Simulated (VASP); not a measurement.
A run of VASP 6.6.1:

File INCAR:

```
SYSTEM = Al3GaO6
  PREC = Accurate
  ENCUT = 600
  EDIFF = 1E-6
  ISMEAR = 0
  SIGMA = 0.02
  LREAL = .FALSE.
  LASPH = .TRUE.
  NELM = 120
  ALGO = Normal
  ISIF = 2
  LWAVE = .FALSE.
  LCHARG = .FALSE.
  GGA = PE
  NBANDS = 40
  GGA_COMPAT = .FALSE.
```

File KPOINTS:

```
Automatic mesh
0
G
  6 6 6
  0 0 0
```

Contents of POSCAR:

```
Al3GaO6
1.0
    2.4355856015      1.4061860027      4.4147245870
   -2.4355856015      1.4061860027      4.4147245870
    0.0000000000     -2.8123720053      4.4147245870
Al Ga O
3 1 6
Direct
    0.1479683487      0.1479683487      0.1479683487
    0.3535382720      0.3535382720      0.3535382720
    0.8489753186      0.8489753186      0.8489753186
    0.6414143238      0.6414143238      0.6414143238
    0.2342536769      0.5571398236      0.9581481255
    0.5571398236      0.9581481255      0.2342536769
    0.9581481255      0.2342536769      0.5571398236
    0.7486229291      0.4435646190      0.0663745628
    0.4435646190      0.0663745628      0.7486229291
    0.0663745628      0.7486229291      0.4435646190
```

Potentials or basis: VASP PAW PBE potentials, release 64 (Al, Ga_d, O).

Run with:

```console
$ cat potpaw_PBE.64/Al/POTCAR potpaw_PBE.64/Ga_d/POTCAR potpaw_PBE.64/O/POTCAR > POTCAR
$ mpirun -np 1 vasp_std > vasp.out
```

Hardware: 1 thread of Intel(R) Xeon(R) 6975P-C (Granite Rapids), on a shared host.

Problem. Estimate the wall time of this run.

Solution. It took 100 s on 1 thread of Intel(R) Xeon(R) 6975P-C (Granite Rapids), with other jobs on the host, peak memory 0.34 GiB. Counts: scf iterations 14, k points 40.
